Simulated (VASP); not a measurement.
# GaN (F-43m) in VASP: a series of runs, part 3 of 3

VASP 6.6.1. The steps go on from the part before.

## (6) Single point, LDA

This run uses another cell than the first one, of 12.13 Å³/atom, 1.039 times its volume.

INCAR

```
SYSTEM = GaN
ALGO = Normal ; EDIFF = 1E-6
ENCUT = 910 ; GGA = CA
GGA_COMPAT = .False. ; ISIF = 2
ISMEAR = -1 ; LASPH = .True.
LCHARG = .True. ; LELF = .True.
LREAL = .False. ; LVHAR = .True.
LWAVE = .False. ; NBANDS = 16
NELM = 120 ; PREC = Accurate
SIGMA = 0.05
```

KPOINTS

```
k-points
0
Gamma
  10 10 10
  0 0 0
```

POSCAR

```
GaN
1.0
    0.0000000000      2.2976981147      2.2976981147
    2.2976981147      0.0000000000      2.2976981147
    2.2976981147      2.2976981147      0.0000000000
Ga N
1 1
Direct
    0.0000000000      0.0000000000      0.0000000000
    0.2500000000      0.2500000000      0.2500000000
```

Potentials or basis: VASP PAW LDA potentials, release 64 (Ga_d, N_h).

Command:

```bash
$ cat potpaw_LDA.64/Ga_d/POTCAR potpaw_LDA.64/N_h/POTCAR > POTCAR
$ mpirun -np 1 vasp_std > vasp.out
```

OUTCAR:

```text
SYSTEM = GaN
   EDIFF = 1E-6
   ENCUT = 910
   GGA = CA
   ISIF = 2
   ISMEAR = -1
   LASPH = .True.
   LREAL = .False.
   NELM = 120
   PREC = Accurate

 ion  position               nearest neighbor table
   1  0.000  0.000  0.000-   2 1.99   2 1.99   2 1.99   2 1.99
   2  0.250  0.250  0.250-   1 1.99   1 1.99   1 1.99   1 1.99

  LATTYP: Found a face centered cubic cell.
 ALAT       =     4.5953962294

  Lattice vectors:

 A1 = (   0.0000000000,   2.2976981147,   2.2976981147)
 A2 = (   2.2976981147,   0.0000000000,   2.2976981147)
 A3 = (   2.2976981147,   2.2976981147,   0.0000000000)

Analysis of symmetry for initial positions (statically):
=====================================================================
 Subroutine PRICEL returns:
 Original cell was already a primitive cell.

 Routine SETGRP: Setting up the symmetry group for a
 face centered cubic supercell.

 Subroutine GETGRP returns: Found 24 space group operations
 (whereof 24 operations were pure point group operations)
 out of a pool of 48 trial point group operations.

The static configuration has the point symmetry T_d .

Analysis of symmetry for dynamics (positions and initial velocities):
=====================================================================
 Subroutine PRICEL returns:
 Original cell was already a primitive cell.

 Routine SETGRP: Setting up the symmetry group for a
 face centered cubic supercell.

 Subroutine GETGRP returns: Found 24 space group operations
 (whereof 24 operations were pure point group operations)
 out of a pool of 48 trial point group operations.

The dynamic configuration has the point symmetry T_d .

 Subroutine INISYM returns: Found 24 space group operations
 (whereof 24 operations are pure point group operations),
 and found     1 'primitive' translations

----------------------------------------------------------------------------------------

                                     Primitive cell

  volume of cell :      24.2610

  direct lattice vectors                    reciprocal lattice vectors
     0.000000000  2.297698115  2.297698115    -0.217609092  0.217609092  0.217609092
     2.297698115  0.000000000  2.297698115     0.217609092 -0.217609092  0.217609092
     2.297698115  2.297698115  0.000000000     0.217609092  0.217609092 -0.217609092

  length of vectors
     3.249435836  3.249435836  3.249435836     0.376910003  0.376910003  0.376910003

  position of ions in fractional coordinates (direct lattice)
     0.000000000  0.000000000  0.000000000
     0.250000000  0.250000000  0.250000000

  ion indices of the primitive-cell ions
   primitive index   ion index
                 1           1
                 2           2

----------------------------------------------------------------------------------------

 KPOINTS: k-points

Automatic generation of k-mesh.
 Grid dimensions read from file:
 generate k-points for:   10   10   10

 Generating k-lattice:

  Cartesian coordinates                     Fractional coordinates (reciprocal lattice)
    -0.021760909  0.021760909  0.021760909     0.100000000  0.000000000  0.000000000
     0.021760909 -0.021760909  0.021760909     0.000000000  0.100000000  0.000000000
     0.021760909  0.021760909 -0.021760909     0.000000000  0.000000000  0.100000000

  Length of vectors
     0.037691000  0.037691000  0.037691000

  Shift w.r.t. Gamma in fractional coordinates (k-lattice)
     0.000000000  0.000000000  0.000000000

 Subroutine IBZKPT returns following result:
 ===========================================

 Found     47 irreducible k-points:

 Following reciprocal coordinates:
            Coordinates               Weight
  0.000000  0.000000  0.000000      1.000000
  0.100000  0.000000  0.000000      8.000000
  0.200000  0.000000  0.000000      8.000000
  0.300000  0.000000  0.000000      8.000000
  0.400000  0.000000  0.000000      8.000000
  0.500000  0.000000  0.000000      4.000000
[... 16 lines left out ...]
  0.300000  0.300000  0.000000      6.000000
  0.400000  0.300000  0.000000     24.000000
 [... further k-points ...]
   k-points           NKPTS =     47   k-points in BZ     NKDIM =     47   number of bands    NBANDS=     16
   number of dos      NEDOS =    301   number of ions     NIONS =      2
   total plane-waves  NPLWV =  32768
   dimension x,y,z NGX =    32 NGY =   32 NGZ =   32
   dimension x,y,z NGXF=    64 NGYF=   64 NGZF=   64
   ions per type =               1   1
   NGX,Y,Z   is equivalent  to a cutoff of  16.37, 16.37, 16.37 a.u.
   NGXF,Y,Z  is equivalent  to a cutoff of  32.74, 32.74, 32.74 a.u.
 SYSTEM =  GaN
   PREC   = accura    normal or accurate (medium, high low for compatibility)
   ISTART =      0    job   : 0-new  1-cont  2-samecut
   ICHARG =      2    charge: 1-file 2-atom 10-const
   ISPIN  =      1    spin polarized calculation?
   LNONCOLLINEAR =      F non collinear calculations
   LSORBIT =      F    spin-orbit coupling
   LASPH  =      T    aspherical Exc in radial PAW
   ENCUT  =  910.0 eV  66.88 Ry    8.18 a.u.   7.99  7.99  7.99*2*pi/ulx,y,z
   NELM   =    120;   NELMIN=  2; NELMDL= -5     # of ELM steps
   EDIFF  = 0.1E-05   stopping-criterion for ELM
   LREAL  =      F    real-space projection
   EDIFFG = 0.1E-04   stopping-criterion for IOM
   NSW    =      0    number of steps for IOM
   IBRION =     -1    ionic relax: 0-MD 1-quasi-New 2-CG
   NFREE  =      0    steps in history (QN), initial steepest desc. (CG)
   ISIF   =      2    stress and relaxation
   ISYM   =      2    0-nonsym 1-usesym 2-fastsym
   POTIM  = 0.5000    time-step for ionic-motion
   TEBEG  =    0.0;   TEEND  =   0.0 temperature during run
   PSTRESS=    0.0 pullay stress
   NELECT =      18.0000    total number of electrons
   NUPDOWN=      -1.0000    fix difference up-down
   EMIN   =  10.00;   EMAX   =-10.00  energy-range for DOS
   EFERMI =   0.00;   METHOD = LEGACY
   ISMEAR =    -1;   SIGMA  =   0.05  broadening in eV -4-tet -1-fermi 0-gaus
   EFERMI_NEDOS =   21; number of points for ismear=-14 and -15
   IALGO  =     38    algorithm
   IMIX   =      4    mixing-type and parameters
     AMIX     =   0.40;   BMIX     =  1.00
     AMIX_MAG =   1.60;   BMIX_MAG =  1.00
  volume/ion in A,a.u.               =      12.13        81.86
  Fermi-wavevector in a.u.,A,eV,Ry     =   1.482049  2.800667 29.884797  2.196471
  Thomas-Fermi vector in A             =   2.595884
   LORBIT       =      0    0 simple, 1 ext, 2 COOP (PROOUT), +10 PAW based schemes
   GGA     = CA    functional components
   LHFCALC =     F    Hartree Fock is set to
   AEXX    =    0.0000 exact exchange contribution
   IVDW    =     0    specifies the selected vdW correction
   LEPSILON=     F    determine dielectric tensor
   LRPA    =     F    only Hartree local field effects (RPA)
 non-spin polarized calculation
  energy-cutoff  :      910.00
  volume of cell :       24.26
 maximum number of plane-waves:      1524
   NGX = 15   NGY = 15   NGZ = 15

 number of electron      17.9999997 magnetization

 Free energy of the ion-electron system (eV)
  ---------------------------------------------------
  ext. energy  EPLUGINS =         0.00000000
  ---------------------------------------------------
  free energy    TOTEN  =       -13.84796113 eV

  energy without entropy =      -13.84796112  energy(sigma->0) =      -13.84796112

 E-fermi :   5.4320     XC(G=0): -11.8252

 val. band max:        4.6998714048   @ k =   0.0000   0.0000   0.0000
 cond. band min:       6.0717934581   @ k =   0.0000   0.0000   0.0000
 fundamental gap:      1.3719220533
 Fermi energy:         5.4319718537

 k-point     1 :       0.0000    0.0000    0.0000
  band No.  band energies     occupation
      1     -10.6170      2.00000
      2      -8.8130      2.00000
      3      -8.8130      2.00000
      4      -8.8130      2.00000
      5      -8.5489      2.00000
      6      -8.5489      2.00000
[... 8 lines left out ...]
     15      22.9467      0.00000
     16      22.9467      0.00000

 k-point     2 :       0.1000    0.0000    0.0000
  band No.  band energies     occupation
      1     -10.5213      2.00000
      2      -8.8015      2.00000
      3      -8.8015      2.00000
      4      -8.7658      2.00000
      5      -8.5499      2.00000
      6      -8.5499      2.00000
[... 8 lines left out ...]
     15      21.7294      0.00000
     16      21.7294      0.00000
[... 387 lines left out ...]
      5      -8.5061      2.00000
      6      -7.8932      2.00000
[... 8 lines left out ...]
     15      26.0445      0.00000
     16      26.1097      0.00000

 k-point    24 :       0.4000    0.3000    0.0000
  band No.  band energies     occupation
      1      -9.9215      2.00000
      2      -8.6976      2.00000
      3      -8.6253      2.00000
      4      -8.6253      2.00000
      5      -8.4974      2.00000
      6      -7.4116      2.00000
[... 8 lines left out ...]
     15      25.9207      0.00000
     16      26.3929      0.00000

 [... further k-points ...]
[... 5 lines left out ...]
  --------------------------------------------------------------------------------------
  -------------------------------------------------------------------------------------
  Total       -2.2301396     -2.2301396     -2.2301396      0.0000000      0.0000000      0.0000000
  in kB     -147.2765915   -147.2765915   -147.2765915      0.0000000      0.0000000      0.0000000
  external PRESSURE =    -147.2765915 kB  Pullay stress =       0.0000000 kB

 VOLUME and BASIS-vectors are now :
 -----------------------------------------------------------------------------
  energy-cutoff  :      910.00
  volume of cell :       24.26
      direct lattice vectors                 reciprocal lattice vectors
     0.000000000  2.297698115  2.297698115    -0.217609092  0.217609092  0.217609092
     2.297698115  0.000000000  2.297698115     0.217609092 -0.217609092  0.217609092
     2.297698115  2.297698115  0.000000000     0.217609092  0.217609092 -0.217609092

 POSITION                                       TOTAL-FORCE (eV/Angst)
 -----------------------------------------------------------------------------------
      0.00000      0.00000      0.00000        -0.000000     -0.000000     -0.000000
      1.14885      1.14885      1.14885         0.000000      0.000000      0.000000
 -----------------------------------------------------------------------------------
    total drift:                                0.000000      0.000000      0.000000

  FREE ENERGIE OF THE ION-ELECTRON SYSTEM (eV)
  ---------------------------------------------------
  free  energy   TOTEN  =       -13.8479611288 eV

  energy  without entropy=      -13.8479611203  energy(sigma->0) =      -13.84796112
```

OSZICAR:

```text
N       E                     dE             d eps       ncg     rms          rms(c)
DAV:   1     0.115267156760E+03    0.11527E+03   -0.12316E+04  1640   0.269E+03
DAV:   2    -0.361364870410E+01   -0.11888E+03   -0.10912E+03  1728   0.433E+02
DAV:   3    -0.155156789708E+02   -0.11902E+02   -0.11742E+02  1736   0.961E+01
DAV:   4    -0.157307675768E+02   -0.21509E+00   -0.21495E+00  1872   0.136E+01
DAV:   5    -0.157339957059E+02   -0.32281E-02   -0.32281E-02  1792   0.150E+00    0.728E+00
DAV:   6    -0.139103534757E+02    0.18236E+01   -0.48982E+00  2248   0.382E+01    0.222E+00
DAV:   7    -0.138744166729E+02    0.35937E-01   -0.25540E-01  1648   0.644E+00    0.130E+00
DAV:   8    -0.138511110670E+02    0.23306E-01   -0.83667E-02  1744   0.274E+00    0.436E-01
DAV:   9    -0.138478937543E+02    0.32173E-02   -0.94646E-03  2280   0.182E+00    0.625E-02
DAV:  10    -0.138479693151E+02   -0.75561E-04   -0.71538E-04  1792   0.295E-01    0.176E-02
DAV:  11    -0.138479616970E+02    0.76182E-05   -0.52653E-05  2384   0.143E-01    0.635E-03
DAV:  12    -0.138479611288E+02    0.56819E-06   -0.57317E-06  1928   0.459E-02
   1 F= -.13847961E+02 E0= -.13847961E+02  d E =-.849092E-08
```

It took 20 s on 1 thread of AMD EPYC 9R45 (Zen 5), shared host; peak memory 0.15 GiB.

What came out:

| Property | Result |
| --- | --- |
| Free energy | -13.8480 eV |
| Pressure | -14.7 GPa |
| Band gap on the k mesh | 1.37 eV, direct |

Levels at points of the mesh, in eV from the valence-band top:
```tsv
k point	band 7	band 8	band 9	band 10	band 11	band 12
(0.00, 0.00, 0.00)	0.00	0.00	0.00	1.37	9.75	9.75
(0.50, 0.00, 0.00)	-6.75	-0.91	-0.91	4.15	8.31	9.90
(0.50, 0.50, 0.00)	-5.97	-2.54	-2.54	3.23	6.14	11.11
```

Caveat: the cutoff is under 1.25 times the usual one of these potentials, so pressure, stress and relaxed cells hold a basis-set (Pulay) error.

## (7) The runs side by side

| level | potentials or basis | cell | gap on the mesh (eV) | pressure (GPa) |
| --- | --- | --- | --- | --- |
| LDA | VASP PAW LDA potentials, release 64 (Ga_d, N_h) | a = 3.208 Å, angles 60.0°, 2 atoms | 1.62 | -9.1 |
| BLYP+D3(BJ) | VASP PAW PBE potentials, release 64 (Ga_d, N_h) | a = 3.249 Å, angles 60.0°, 2 atoms | 1.43 | -6.1 |
| BLYP+D3(BJ) | VASP PAW PBE potentials, release 64 (Ga_d, N_h) | a = 3.208 Å, angles 60.0°, 2 atoms | 1.68 | 0.1 |
| BLYP+D3(BJ) | VASP PAW PBE potentials, release 64 (Ga_d, N_h) | a = 3.229 Å, angles 60.0°, 2 atoms | 1.55 | -3.1 |
| LDA | VASP PAW LDA potentials, release 64 (Ga_d, N_h) | a = 3.249 Å, angles 60.0°, 2 atoms | 1.37 | -14.7 |

Alike in all rows: task single point; no spin polarisation; k mesh 10 × 10 × 10; cutoff (eV) 910; smearing fermi-dirac 0.05 eV.

Caveats: the cutoff is under 1.25 times the usual one of these potentials, so pressure, stress and relaxed cells hold a basis-set (Pulay) error; the PAW data sets were made with another functional, which shifts forces and pressure a little (some runs).

Total energies depend on the potentials used, so only differences within one code and one set of settings carry meaning.
